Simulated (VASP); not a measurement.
A run of VASP 6.6.1 is set up as follows.

File INCAR:

```
ALGO     = Fast           # electronic algorithm
EDIFF    = 1E-6           # SCF threshold, eV
ENCUT    = 520            # plane-wave cutoff, eV
GGA      = PS             # functional
ISIF     = 2              # what is computed and relaxed
ISMEAR   = 0              # smearing method
LASPH    = T              # aspherical terms in the spheres
LCHARG   = T              # write CHGCAR
LELF     = T              # ELF
LREAL    = F              # projectors in reciprocal space
LVHAR    = T            
LWAVE    = F              # write WAVECAR
NBANDS   = 38             # bands
NELM     = 100            # most SCF steps
PREC     = Accurate       # precision mode
SIGMA    = 0.15           # smearing width, eV
```

KPOINTS

```
k-points
0
Gamma
  18 18 6
```

Contents of POSCAR:

```
Rh
1.0
    2.9207804130      0.0000000000      0.0000000000
   -1.4603902065      2.1897821262      0.0000000000
    0.0000000000      0.0000000000      8.4072113135
Rh
4
Direct
    0.0000000000      0.0000000000      0.0000000000
    0.3333333333      0.6666666667      0.2500000000
    0.0000000000      0.0000000000      0.5000000000
    0.6666666667      0.3333333333      0.7500000000
```

Potentials or basis: VASP PAW PBE potentials, release 64 (Rh_pv).

Run with:

```sh
$ cat potpaw_PBE.64/Rh_pv/POTCAR > POTCAR
$ mpirun -np 1 vasp_std > vasp.out
```

**Question.** Predict the largest force.

**Answer.** 0.547 eV/Å.

**Question.** Predict the band gap on the k mesh.

**Answer.** Zero (bands 30 and 31 overlap by 2.16 eV).

**Question.** What does it give for the pressure?

**Answer.** 6.5 GPa.

Stress tensor (GPa, compression positive):
```
-10.81   0.00   0.00
  0.00  17.76   0.00
  0.00   0.00  12.69
```

Caveat: the cell differs from its parent crystal (strain +e along x and -e along y +0.0733, strain +e along z and -e/2 along x and y -0.0367); the cell stands under pressure; the PAW data sets were made with another functional, which shifts forces and pressure a little.
